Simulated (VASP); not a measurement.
The system is RbP2.

```
Rb P
1.0
     3.46589    0.00000    0.00000
     0.00000    3.46589    0.00000
     0.00000    0.00000    5.87917
Rb P
1 2
Direct
  0.50000 0.50000 0.00000
  0.00000 0.50000 0.50000
  0.50000 0.00000 0.50000
```

* Program: VASP 6.6.1
* Task: relaxation of cell and atoms
* Functional: PBE
* Potentials or basis: VASP PAW PBE potentials, release 64 (Rb_sv, P)
* Cutoff: 600 eV
* k mesh: 14 × 14 × 8
* Occupations: gaussian, width 0.1 eV
* Spin: no spin polarisation

At the start: pressure 1.2 GPa; volume 23.54 Å³/atom.

Problem. Where does the relaxation end?

Solution. Over 3 steps the energy falls by 3.6 meV/atom and the volume is 24.23 Å³/atom (+2.9 %); space group P4/mmm (No. 123, to 0.05 Å).

Step by step:
```tsv
step	energy change (eV)	largest force (eV/Å)	pressure (GPa)	volume (Å³)
1	0.0000	0.0000	1.25	70.62
2	-0.0107	0.0000	0.09	72.51
3	-0.0107	0.0000	-0.03	72.68
```

Final structure:
```
CELL_PARAMETERS angstrom
3.51420 0.00000 0.00000
0.00000 3.51420 0.00000
0.00000 0.00000 5.88532
ATOMIC_POSITIONS crystal
Rb 0.50000 0.50000 0.00000
P 0.00000 0.50000 0.50000
P 0.50000 0.00000 0.50000
```
